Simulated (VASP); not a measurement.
Here is a VASP 6.6.1 calculation.

Contents of POSCAR:

```
Cu
1.0
    0.0000000000      1.8074800000      1.8074800000
    1.8074800000      0.0000000000      1.8074800000
    1.8074800000      1.8074800000      0.0000000000
Cu
1
Direct
    0.0000000000      0.0000000000      0.0000000000
```

File INCAR.step1:

```
SYSTEM = Cu
  PREC = Accurate
  ENCUT = 600
  ISMEAR = -1
  SIGMA = 0.1
  LREAL = .False.
  LASPH = .True.
  NELM = 80
  GGA = PE
  ALGO = Normal
  EDIFF = 1E-4
  LWAVE = .True.
  LCHARG = .False.
```

The input INCAR.step2:

```
SYSTEM = Cu
  PREC = Accurate
  ENCUT = 600
  EDIFF = 1E-6
  ISMEAR = -1
  SIGMA = 0.1
  LREAL = .False.
  LASPH = .True.
  NELM = 80
  ALGO = Normal
  ISIF = 3
  LWAVE = .False.
  LCHARG = .False.
  METAGGA = R2SCAN
  LMIXTAU = .True.
  IBRION = 2
  NSW = 80
  EDIFFG = -0.01
  ISTART = 1
```

The input KPOINTS:

```
regular mesh
0
Gamma
  15 15 15
  0 0 0
```

Potentials or basis: VASP PAW PBE potentials, release 64 (Cu).

The run is started by

```console
$ cat potpaw_PBE.64/Cu/POTCAR > POTCAR
$ cp INCAR.step1 INCAR
$ mpirun -np 1 vasp_std > vasp.out
$ cp INCAR.step2 INCAR
$ mpirun -np 1 vasp_std > vasp.out
```

(1) What does it give for the space group after relaxing (to 0.05 Å)?

(2) Predict the relaxed volume.

Results:

(1) Fm-3m (No. 225).

(2) 11.48 Å³/atom.

Caveat: the PAW data sets were made with another functional, which shifts forces and pressure a little.
